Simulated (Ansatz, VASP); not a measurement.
**Ti3PO2 in VASP and in Ansatz**

File INCAR:

```
PREC = Accurate
ENCUT = 520
EDIFF = 1E-6
ISMEAR = -1
SIGMA = 0.05
LREAL = F
LASPH = T
NELM = 80
ALGO = Normal
ISIF = 2
LWAVE = F
LCHARG = T
GGA = PE
LELF = T
LVHAR = T
NBANDS = 36
```

KPOINTS

```
regular mesh
0
Gamma
  10 10 4
```

The input POSCAR:

```
Ti3PO2
1.0
    3.1724101510      0.0000000000      0.0000000000
   -1.5862050755      2.7473877820      0.0000000000
    0.0000000000      0.0000000000      8.0228210000
Ti P O
3 1 2
Direct
    0.0063260000      0.0119380000     -0.0023080000
    0.6663750000      0.3350840000      0.2905500000
    0.3096740000      0.6614990000      0.7031260000
   -0.0050960000      0.0085090000      0.4948450000
    0.6406770000      0.3203160000      0.8503140000
    0.3282720000      0.6763660000      0.1376010000
```

The input input.yaml:

```yaml
crystal:
  lattice:
    - [3.172410151, 0.0, 0.0]
    - [-1.5862050755, 2.747387782, 0.0]
    - [0.0, 0.0, 8.022821]
  atoms:
    - { symbol: Ti, position: [0.006326, 0.011938, -0.002308] }
    - { symbol: Ti, position: [0.666375, 0.335084, 0.29055] }
    - { symbol: Ti, position: [0.309674, 0.661499, 0.703126] }
    - { symbol: P, position: [-0.005096, 0.008509, 0.494845] }
    - { symbol: O, position: [0.640677, 0.320316, 0.850314] }
    - { symbol: O, position: [0.328272, 0.676366, 0.137601] }
hamiltonian:
  xc: pbe
  pseudopotentials: { kind: paw }
kpoints:
  mp_grid: { grid: [10, 10, 4] }
scf:
  occupations: { method: fermi_dirac, width: 0.05 }
output:
  forces: true
  stress: true
  eigenvalues: true
```

Change from the starting cell: atoms moved at random, drawn with an rms of 0.05 Å.

Alike in both runs: task single point; functional PBE; k mesh 10 × 10 × 4; occupations fermi-dirac, width 0.05 eV; no spin polarisation.

```csv
,VASP,Ansatz
version,VASP 6.6.1,Ansatz 0.2.0
potentials or method,"VASP PAW PBE potentials, release 64 (Ti_sv, P, O)",Ansatz PAW
plane-wave cutoff (eV),520,420
valence electrons in the cell,53,53
```

VASP gave:

* gap on the k mesh at the Fermi level (eV): none
* pressure (GPa): 0.1
* traceless stress, the component that is largest in VASP (GPa): -0.23
* rms of the force components (eV/Å): 0.175

Problem. What did Ansatz give for the same quantities?

Solution. gap on the k mesh at the Fermi level (eV): none; pressure (GPa): -0.2; traceless stress, the component that is largest in VASP (GPa): -0.22; rms of the force components (eV/Å): 0.173.

Atom by atom the forces differ by 0.009 eV/Å (rms over components). A gap of «none» marks a metal or a gap that the smearing closes.
